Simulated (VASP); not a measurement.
# Ti (Im-3m) in VASP: a series of runs

The runs below take Ti through single point, relaxation of cell and atoms, with BLYP+D3(BJ), BLYP+D4, PBE.

Program: VASP 6.6.1. These are calculated values, not measurements. Logs are shortened: lines on timing, memory, paths and dates and some standing lists are left out, and cuts for length are marked.

## Step 1: The cell of the first run

The structure is cubic, space group Im-3m (No. 229). Conventional cell: a = 3.129 Å, b = 3.129 Å, c = 3.129 Å, α = 90.00°, β = 90.00°, γ = 90.00°. Ti (site symmetry m-3m) has 14 Ti at 2.71 to 3.13 Å within 3.6 Å.

## Step 2: Single point, BLYP+D3(BJ)

Contents of INCAR:

```
SYSTEM = Ti
PREC = Accurate
ENCUT = 520
EDIFF = 1E-7
ISMEAR = -1
SIGMA = 0.05
LREAL = .False.
LASPH = .True.
NELM = 100
ALGO = Normal
ISIF = 2
LWAVE = .False.
LCHARG = .False.
GGA = B5
ALDAX = 1.0
AGGAX = 1.0
AGGAC = 1.0
ALDAC = 0.0
IVDW = 12
VDW_S6 = 1.0
VDW_S8 = 2.6996
VDW_A1 = 0.4298
VDW_A2 = 4.2359
NBANDS = 12
```

Contents of KPOINTS:

```
regular mesh
0
Gamma
  11 11 11
  0 0 0
```

Contents of POSCAR:

```
Ti
1.0
   -1.5645466813      1.5645466813      1.5645466813
    1.5645466813     -1.5645466813      1.5645466813
    1.5645466813      1.5645466813     -1.5645466813
Ti
1
Direct
    0.0000000000      0.0000000000      0.0000000000
```

Potentials or basis: VASP PAW PBE potentials, release 64 (Ti_sv).

On the command line:

```bash
$ cat potpaw_PBE.64/Ti_sv/POTCAR > POTCAR
$ mpirun -np 1 vasp_std > vasp.out
```

OUTCAR:

```text
SYSTEM = Ti
   PREC = Accurate
   ENCUT = 520
   EDIFF = 1E-7
   ISMEAR = -1
   LREAL = .False.
   LASPH = .True.
   NELM = 100
   ISIF = 2
   GGA = B5
   IVDW = 12
 IVDW          = 12

 ion  position               nearest neighbor table
   1  0.000  0.000  0.000-

  LATTYP: Found a body centered cubic cell.
 ALAT       =     3.1290933626

  Lattice vectors:

 A1 = (  -1.5645466813,   1.5645466813,   1.5645466813)
 A2 = (   1.5645466813,  -1.5645466813,   1.5645466813)
 A3 = (   1.5645466813,   1.5645466813,  -1.5645466813)

Analysis of symmetry for initial positions (statically):
=====================================================================
 Subroutine PRICEL returns:
 Original cell was already a primitive cell.

 Routine SETGRP: Setting up the symmetry group for a
 body centered cubic supercell.

 Subroutine GETGRP returns: Found 48 space group operations
[... 9 lines left out ...]

 Routine SETGRP: Setting up the symmetry group for a
 body centered cubic supercell.

 Subroutine GETGRP returns: Found 48 space group operations
[... 11 lines left out ...]
                                     Primitive cell

  volume of cell :      15.3188

  direct lattice vectors                    reciprocal lattice vectors
    -1.564546681  1.564546681  1.564546681     0.000000000  0.319581388  0.319581388
     1.564546681 -1.564546681  1.564546681     0.319581388  0.000000000  0.319581388
     1.564546681  1.564546681 -1.564546681     0.319581388  0.319581388  0.000000000

  length of vectors
     2.709874343  2.709874343  2.709874343     0.451956333  0.451956333  0.451956333

  position of ions in fractional coordinates (direct lattice)
     0.000000000  0.000000000  0.000000000

  ion indices of the primitive-cell ions
   primitive index   ion index
                 1           1

----------------------------------------------------------------------------------------

 KPOINTS: regular mesh

Automatic generation of k-mesh.
 Grid dimensions read from file:
 generate k-points for:   11   11   11

 Generating k-lattice:

  Cartesian coordinates                     Fractional coordinates (reciprocal lattice)
     0.000000000  0.029052853  0.029052853     0.090909091  0.000000000  0.000000000
     0.029052853  0.000000000  0.029052853     0.000000000  0.090909091  0.000000000
     0.029052853  0.029052853  0.000000000     0.000000000  0.000000000  0.090909091

  Length of vectors
[... 58 lines left out ...]
   NSW    =      0    number of steps for IOM
   IBRION =     -1    ionic relax: 0-MD 1-quasi-New 2-CG
   NFREE  =      0    steps in history (QN), initial steepest desc. (CG)
   ISIF   =      2    stress and relaxation
   ISYM   =      2    0-nonsym 1-usesym 2-fastsym
   POTIM  = 0.5000    time-step for ionic-motion
   TEBEG  =    0.0;   TEEND  =   0.0 temperature during run
   PSTRESS=    0.0 pullay stress
   NELECT =      12.0000    total number of electrons
   NUPDOWN=      -1.0000    fix difference up-down
   EMIN   =  10.00;   EMAX   =-10.00  energy-range for DOS
   EFERMI =   0.00;   METHOD = LEGACY
   ISMEAR =    -1;   SIGMA  =   0.05  broadening in eV -4-tet -1-fermi 0-gaus
   EFERMI_NEDOS =   21; number of points for ismear=-14 and -15
   IALGO  =     38    algorithm
   IMIX   =      4    mixing-type and parameters
     AMIX     =   0.40;   BMIX     =  1.00
     AMIX_MAG =   1.60;   BMIX_MAG =  1.00
  volume/ion in A,a.u.               =      15.32       103.38
  Fermi-wavevector in a.u.,A,eV,Ry     =   1.509130  2.851843 30.986916  2.277474
  Thomas-Fermi vector in A             =   2.619493
   LORBIT       =      0    0 simple, 1 ext, 2 COOP (PROOUT), +10 PAW based schemes
   GGA     = B5    functional components
   LHFCALC =     F    Hartree Fock is set to
   AEXX    =    0.0000 exact exchange contribution
   IVDW    =    12    specifies the selected vdW correction
   LEPSILON=     F    determine dielectric tensor
   LRPA    =     F    only Hartree local field effects (RPA)
 non-spin polarized calculation
  energy-cutoff  :      520.00
  volume of cell :       15.32
 maximum number of plane-waves:       423
   NGX =  9   NGY =  9   NGZ =  9

 number of electron      11.9999992 magnetization

 Free energy of the ion-electron system (eV)
  ---------------------------------------------------
  ext. energy  EPLUGINS =         0.00000000
  ---------------------------------------------------
  free energy    TOTEN  =        -6.55730077 eV

  energy without entropy =       -6.54243006  energy(sigma->0) =       -6.54986542

 E-fermi :   9.9139     XC(G=0): -11.5441

 val. band max:        9.9015878095   @ k =   0.2727   0.2727   0.0000
 cond. band min:       9.9724065721   @ k =   0.2727   0.0000   0.0000
 fundamental gap:      0.0708187626
 Fermi energy:         9.9139417529

 k-point     1 :       0.0000    0.0000    0.0000
  band No.  band energies     occupation
      1     -46.1648      2.00000
      2     -22.0043      2.00000
      3     -22.0043      2.00000
      4     -22.0043      2.00000
      5       3.9573      2.00000
      6      10.9515      0.00000
      7      10.9515      0.00000
      8      10.9515      0.00000
      9      12.9816      0.00000
     10      12.9816      0.00000
     11      28.4455      0.00000
     12      28.4455      0.00000
[... 331 lines left out ...]
 k-point    24 :       0.3636    0.1818    0.0909
  band No.  band energies     occupation
      1     -45.9314      2.00000
      2     -22.8294      2.00000
      3     -22.4512      2.00000
      4     -22.1672      2.00000
      5       8.3376      2.00000
      6       9.1938      2.00000
      7      10.2304      0.00356
      8      13.2204      0.00000
      9      13.4474      0.00000
     10      17.2734      0.00000
     11      19.9457      0.00000
     12      22.5168      0.00000

 [... further k-points ...]

------------------------ aborting loop because EDIFF is reached ----------------------------------------

 Edisp (eV)   -1.62163

 E8    (eV) :    -1.2386

  FORCE on cell =-STRESS in cart. coord.  units (eV):
  Direction    XX          YY          ZZ          XY          YZ          ZX
  --------------------------------------------------------------------------------------
  -------------------------------------------------------------------------------------
  Total      -0.02036    -0.02036    -0.02036     0.00000     0.00000     0.00000
  in kB      -2.12910    -2.12910    -2.12910     0.00000     0.00000     0.00000
  external pressure =       -2.13 kB  Pullay stress =        0.00 kB

 VOLUME and BASIS-vectors are now :
 -----------------------------------------------------------------------------
  energy-cutoff  :      520.00
  volume of cell :       15.32
      direct lattice vectors                 reciprocal lattice vectors
    -1.564546681  1.564546681  1.564546681     0.000000000  0.319581388  0.319581388
     1.564546681 -1.564546681  1.564546681     0.319581388  0.000000000  0.319581388
     1.564546681  1.564546681 -1.564546681     0.319581388  0.319581388  0.000000000

 POSITION                                       TOTAL-FORCE (eV/Angst)
 -----------------------------------------------------------------------------------
      0.00000      0.00000      0.00000        -0.000000      0.000000     -0.000000
 -----------------------------------------------------------------------------------
    total drift:                                0.000000     -0.000000     -0.000000

  FREE ENERGIE OF THE ION-ELECTRON SYSTEM (eV)
  ---------------------------------------------------
  free  energy   TOTEN  =        -8.1789332358 eV

  energy  without entropy=       -8.1640625269  energy(sigma->0) =       -8.17149788
```

OSZICAR:

```text
N       E                     dE             d eps       ncg     rms          rms(c)
DAV:   1     0.875354315703E+02    0.87535E+02   -0.64079E+03  1344   0.123E+03
DAV:   2    -0.295295908552E+01   -0.90488E+02   -0.88208E+02  1376   0.299E+02
DAV:   3    -0.707698665861E+01   -0.41240E+01   -0.40516E+01  1812   0.640E+01
DAV:   4    -0.717322046698E+01   -0.96234E-01   -0.96147E-01  1536   0.819E+00
DAV:   5    -0.717609144897E+01   -0.28710E-02   -0.28709E-02  1512   0.112E+00    0.904E+00
DAV:   6    -0.654025666331E+01    0.63583E+00   -0.14692E+00  1464   0.177E+01    0.272E+00
DAV:   7    -0.654334703893E+01   -0.30904E-02   -0.70482E-02  1576   0.313E+00    0.138E+00
DAV:   8    -0.655687647951E+01   -0.13529E-01   -0.35526E-02  1404   0.212E+00    0.703E-02
DAV:   9    -0.655728421821E+01   -0.40774E-03   -0.27723E-03  1632   0.433E-01    0.844E-02
DAV:  10    -0.655733701024E+01   -0.52792E-04   -0.16771E-04  1420   0.141E-01    0.292E-02
DAV:  11    -0.655729810428E+01    0.38906E-04   -0.31033E-05  1484   0.797E-02    0.175E-03
DAV:  12    -0.655729928839E+01   -0.11841E-05   -0.65763E-07  1524   0.963E-03    0.149E-03
DAV:  13    -0.655730074444E+01   -0.14561E-05   -0.29458E-07  1548   0.463E-03    0.175E-04
DAV:  14    -0.655730077189E+01   -0.27457E-07   -0.45022E-08   916   0.174E-03
   1 F= -.81789332E+01 E0= -.81714979E+01  d E =-.148707E-01
```

Run time: 31 s. Hardware: 1 thread of AMD EPYC 7R13, shared host; peak memory 0.11 GiB.

Results:

```
Free energy                : -8.1789 eV
Pressure                   : -0.2 GPa
Band gap on the k mesh     : zero (band 6 reaches 10.99 eV, above the bottom of band 7 at 9.22 eV)
Dispersion energy per atom : -1.622 eV
```

Caveat: the PAW data sets were made with another functional, which shifts forces and pressure a little; pairwise dispersion overbinds metals, which lowers pressure and volume.

## Step 3: Single point, BLYP+D4

This run uses another cell than the first one, of 17.02 Å³/atom, 1.111 times its volume.

Contents of INCAR:

```
PREC = Accurate
ENCUT = 520
EDIFF = 1E-6
ISMEAR = -1
SIGMA = 0.05
LREAL = False
LASPH = True
NELM = 100
ALGO = Normal
ISIF = 2
LWAVE = False
LCHARG = False
GGA = B5
ALDAX = 1.0
AGGAX = 1.0
AGGAC = 1.0
ALDAC = 0.0
IVDW = 13
VDW_S6 = 1.0
VDW_S8 = 2.34076671
VDW_A1 = 0.44488865
VDW_A2 = 4.0933009
NBANDS = 12
```

Contents of KPOINTS:

```
Automatic mesh
0
Gamma
  11 11 11
```

Contents of POSCAR:

```
Ti
1.0
   -1.6205066342      1.6205066342      1.6205066342
    1.6205066342     -1.6205066342      1.6205066342
    1.6205066342      1.6205066342     -1.6205066342
Ti
1
Direct
    0.0000000000      0.0000000000      0.0000000000
```

Potentials or basis: VASP PAW PBE potentials, release 64 (Ti_sv).

On the command line:

```bash
$ cat potpaw_PBE.64/Ti_sv/POTCAR > POTCAR
$ mpirun -np 1 vasp_std > vasp.out
```

OUTCAR:

```text
PREC = Accurate
   ENCUT = 520
   EDIFF = 1E-6
   ISMEAR = -1
   LREAL = False
   LASPH = True
   NELM = 100
   ISIF = 2
   GGA = B5
   IVDW = 13

 ion  position               nearest neighbor table
   1  0.000  0.000  0.000-

  LATTYP: Found a body centered cubic cell.
 ALAT       =     3.2410132684

  Lattice vectors:

 A1 = (  -1.6205066342,   1.6205066342,   1.6205066342)
 A2 = (   1.6205066342,  -1.6205066342,   1.6205066342)
 A3 = (   1.6205066342,   1.6205066342,  -1.6205066342)

Analysis of symmetry for initial positions (statically):
=====================================================================
 Subroutine PRICEL returns:
 Original cell was already a primitive cell.

 Routine SETGRP: Setting up the symmetry group for a
 body centered cubic supercell.

 Subroutine GETGRP returns: Found 48 space group operations
[... 9 lines left out ...]

 Routine SETGRP: Setting up the symmetry group for a
 body centered cubic supercell.
[... 155 lines left out ...]
 fundamental gap:      0.0183431609
 Fermi energy:         8.7520242341

 k-point     1 :       0.0000    0.0000    0.0000
  band No.  band energies     occupation
      1     -47.4989      2.00000
      2     -23.4975      2.00000
      3     -23.4975      2.00000
      4     -23.4975      2.00000
      5       2.9623      2.00000
      6       9.7012      0.00000
      7       9.7012      0.00000
      8       9.7012      0.00000
      9      11.4891      0.00000
     10      11.4891      0.00000
     11      26.5033      0.00000
     12      26.5033      0.00000
[... 331 lines left out ...]
 k-point    24 :       0.3636    0.1818    0.0909
  band No.  band energies     occupation
      1     -47.3453      2.00000
      2     -24.0892      2.00000
      3     -23.8189      2.00000
      4     -23.6126      2.00000
      5       7.3133      2.00000
      6       8.1349      1.99999
      7       8.9125      0.07766
      8      11.6763      0.00000
      9      11.8719      0.00000
     10      15.2598      0.00000
     11      17.5959      0.00000
     12      20.2033      0.00000

 [... further k-points ...]

------------------------ aborting loop because EDIFF is reached ----------------------------------------

  DFT-D4 for vdW energy calculation

  Edisp (eV):   -0.38325

  FORCE on cell =-STRESS in cart. coord.  units (eV):
  Direction    XX          YY          ZZ          XY          YZ          ZX
  --------------------------------------------------------------------------------------
  -------------------------------------------------------------------------------------
  Total      -0.00204    -0.00204    -0.00204     0.00000    -0.00000     0.00000
  in kB      -0.19228    -0.19228    -0.19228     0.00000    -0.00000     0.00000
  external pressure =       -0.19 kB  Pullay stress =        0.00 kB

 VOLUME and BASIS-vectors are now :
 -----------------------------------------------------------------------------
  energy-cutoff  :      520.00
  volume of cell :       17.02
      direct lattice vectors                 reciprocal lattice vectors
    -1.620506634  1.620506634  1.620506634     0.000000000  0.308545482  0.308545482
     1.620506634 -1.620506634  1.620506634     0.308545482  0.000000000  0.308545482
     1.620506634  1.620506634 -1.620506634     0.308545482  0.308545482  0.000000000

 POSITION                                       TOTAL-FORCE (eV/Angst)
 -----------------------------------------------------------------------------------
      0.00000      0.00000      0.00000        -0.000000      0.000000     -0.000000
 -----------------------------------------------------------------------------------
    total drift:                               -0.000000     -0.000000      0.000000

  FREE ENERGIE OF THE ION-ELECTRON SYSTEM (eV)
  ---------------------------------------------------
  free  energy   TOTEN  =        -7.0497041540 eV

  energy  without entropy=       -7.0308023215  energy(sigma->0) =       -7.04025324
```

OSZICAR:

```text
N       E                     dE             d eps       ncg     rms          rms(c)
DAV:   1     0.870530001470E+02    0.87053E+02   -0.65406E+03  1344   0.122E+03
DAV:   2    -0.299863824357E+01   -0.90052E+02   -0.87863E+02  1368   0.295E+02
DAV:   3    -0.737721341815E+01   -0.43786E+01   -0.43273E+01  1916   0.643E+01
DAV:   4    -0.745743061288E+01   -0.80217E-01   -0.80142E-01  1480   0.778E+00
DAV:   5    -0.745930045931E+01   -0.18698E-02   -0.18698E-02  1592   0.107E+00    0.803E+00
DAV:   6    -0.665649898116E+01    0.80280E+00   -0.18552E+00  1444   0.196E+01    0.214E+00
DAV:   7    -0.665704419207E+01   -0.54521E-03   -0.60028E-02  1572   0.261E+00    0.123E+00
DAV:   8    -0.666608488158E+01   -0.90407E-02   -0.29455E-02  1400   0.200E+00    0.732E-02
DAV:   9    -0.666643986146E+01   -0.35498E-03   -0.17601E-03  1640   0.366E-01    0.635E-02
DAV:  10    -0.666647734506E+01   -0.37484E-04   -0.13021E-04  1420   0.116E-01    0.170E-02
DAV:  11    -0.666645419541E+01    0.23150E-04   -0.19056E-05  1616   0.628E-02    0.505E-03
DAV:  12    -0.666645406867E+01    0.12674E-06   -0.55769E-07   968   0.944E-03
   1 F= -.70497042E+01 E0= -.70402532E+01  d E =-.189018E-01
```

Wall time 37 s (1 thread of AMD EPYC 7R13, shared host); peak memory 0.11 GiB.

Results:

- Free energy: -7.0497 eV
- Pressure: 0.0 GPa
- Band gap on the k mesh: zero (band 6 reaches 9.73 eV, above the bottom of band 7 at 8.15 eV)
- Dispersion energy per atom: -0.383 eV

Levels at points of the mesh, in eV from the Fermi level:
| k point | band 4 | band 5 | band 6 | band 7 | band 8 | band 9 |
| --- | --- | --- | --- | --- | --- | --- |
| (0.00, 0.00, 0.00) | -32.25 | -5.79 | 0.95 | 0.95 | 0.95 | 2.74 |

Caveat: the PAW data sets were made with another functional, which shifts forces and pressure a little; pairwise dispersion overbinds metals, which lowers pressure and volume.

## Step 4: Single point, PBE

This run uses another cell than the first one, of 17.68 Å³/atom, 1.154 times its volume.

Contents of INCAR:

```
SYSTEM = Ti
PREC = Accurate ; ENCUT = 520
EDIFF = 1E-6 ; ISMEAR = 0
SIGMA = 0.028000000000000004 ; LREAL = .FALSE.
LASPH = .TRUE. ; NELM = 80
ALGO = Normal ; ISIF = 2
LWAVE = .FALSE. ; LCHARG = .TRUE.
GGA = PE ; LELF = .TRUE.
LVHAR = .TRUE. ; NBANDS = 12
```

Contents of KPOINTS:

```
regular mesh
0
G
  11 11 11
  0 0 0
```

Contents of POSCAR:

```
Ti
1.0
   -1.6410000000      1.6410000000      1.6410000000
    1.6410000000     -1.6410000000      1.6410000000
    1.6410000000      1.6410000000     -1.6410000000
Ti
1
Direct
    0.0000000000      0.0000000000      0.0000000000
```

On the command line:

```bash
$ cat potpaw_PBE.64/Ti_sv/POTCAR > POTCAR
$ mpirun -np 1 vasp_std > vasp.out
```

It took 34 s on 1 thread of AMD EPYC 7R13, shared host; peak memory 0.11 GiB.

Results (log left out):

```
Free energy            : -7.7167 eV
Pressure               : -3.1 GPa
Band gap on the k mesh : zero (band 6 reaches 8.90 eV, above the bottom of band 7 at 7.33 eV)
```

Levels at points of the mesh, in eV from the Fermi level:
| k point | band 3 | band 4 | band 5 | band 6 | band 7 | band 8 | band 9 | band 10 |
| --- | --- | --- | --- | --- | --- | --- | --- | --- |
| (0.00, 0.00, 0.00) | -32.42 | -32.42 | -5.91 | 0.99 | 0.99 | 0.99 | 2.71 | 2.71 |

(Continued in part 2 of 2.)
